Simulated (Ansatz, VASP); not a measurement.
NiO2: VASP beside Ansatz

File POSCAR:

```
NiO2
1.0
    0.0000000000      3.9175385118      3.9175385118
    3.9175385118      0.0000000000      3.9175385118
    3.9175385118      3.9175385118      0.0000000000
Ni O
4 8
Direct
    0.6250000000      0.6250000000      0.6250000000
    0.6250000000      0.6250000000      0.1250000000
    0.6250000000      0.1250000000      0.6250000000
    0.1250000000      0.6250000000      0.6250000000
    0.4154898304      0.8615033899      0.8615033899
    0.8615033899      0.8615033899      0.8615033899
    0.8345101696      0.3884966101      0.3884966101
    0.3884966101      0.3884966101      0.8345101696
    0.3884966101      0.3884966101      0.3884966101
    0.3884966101      0.8345101696      0.3884966101
    0.8615033899      0.8615033899      0.4154898304
    0.8615033899      0.4154898304      0.8615033899
```

The input INCAR.step1:

```
  ALGO = Normal
  EDIFF = 1E-5
  ENCUT = 660
  GGA = PE
  GGA_COMPAT = False
  ISMEAR = 0
  LASPH = True
  LCHARG = False
  LREAL = False
  LWAVE = True
  NBANDS = 72
  NELM = 120
  PREC = Accurate
  SIGMA = 0.05
```

The input INCAR.step2:

```
  ALGO = Normal
  EDIFF = 1E-6
  ENCUT = 660
  GGA_COMPAT = False
  ISIF = 2
  ISMEAR = 0
  ISTART = 1
  LASPH = True
  LCHARG = False
  LMIXTAU = True
  LREAL = False
  LWAVE = False
  METAGGA = R2SCAN
  NBANDS = 72
  NELM = 120
  PREC = Accurate
  SIGMA = 0.05
```

Contents of KPOINTS:

```
k-points
0
Gamma
  6 6 6
```

Input for Ansatz:

```yaml
crystal:
  lattice:
    - [0.0, 3.9175385118, 3.9175385118]
    - [3.9175385118, 0.0, 3.9175385118]
    - [3.9175385118, 3.9175385118, 0.0]
  atoms:
    - { symbol: Ni, position: [0.625, 0.625, 0.625] }
    - { symbol: Ni, position: [0.625, 0.625, 0.125] }
    - { symbol: Ni, position: [0.625, 0.125, 0.625] }
    - { symbol: Ni, position: [0.125, 0.625, 0.625] }
    - { symbol: O, position: [0.4154898304, 0.8615033899, 0.8615033899] }
    - { symbol: O, position: [0.8615033899, 0.8615033899, 0.8615033899] }
    - { symbol: O, position: [0.8345101696, 0.3884966101, 0.3884966101] }
    - { symbol: O, position: [0.3884966101, 0.3884966101, 0.8345101696] }
    - { symbol: O, position: [0.3884966101, 0.3884966101, 0.3884966101] }
    - { symbol: O, position: [0.3884966101, 0.8345101696, 0.3884966101] }
    - { symbol: O, position: [0.8615033899, 0.8615033899, 0.4154898304] }
    - { symbol: O, position: [0.8615033899, 0.4154898304, 0.8615033899] }
basis:
  ecutwfc: 500
kpoints:
  mp_grid: { grid: [6, 6, 6] }
hamiltonian:
  xc: r2scan
scf:
  occupations: { method: gaussian, width: 0.05 }
output:
  forces: true
  stress: true
  eigenvalues: true
  write_density: true
  write_potential: true
  elf: true
  volumetric_format: npy
```

Alike in both runs: task single point; functional r2SCAN; k mesh 6 × 6 × 6; occupations gaussian, width 0.05 eV; no spin polarisation.

```csv
,VASP,Ansatz
version,VASP 6.6.1,Ansatz 0.2.0
potentials or method,"VASP PAW PBE potentials, release 64 (Ni_sv_GW, O), cutoff 660 eV","scalar-relativistic, plane waves, PAW"
valence electrons in the cell,120,120
```

```tsv
	VASP	Ansatz	Ansatz less VASP
gap on the k mesh at the Fermi level (eV)	1.61	1.63	+0.021
least direct gap on the mesh (eV)	1.65	1.68	+0.022
pressure (GPa)	-0.2	0.0	+0.25
rms of the force components (eV/Å)	0.029	0.001	-0.0285
```

VASP's potentials were made for PBE, not for r2SCAN. Atom by atom the forces differ by 0.030 eV/Å (rms over components).
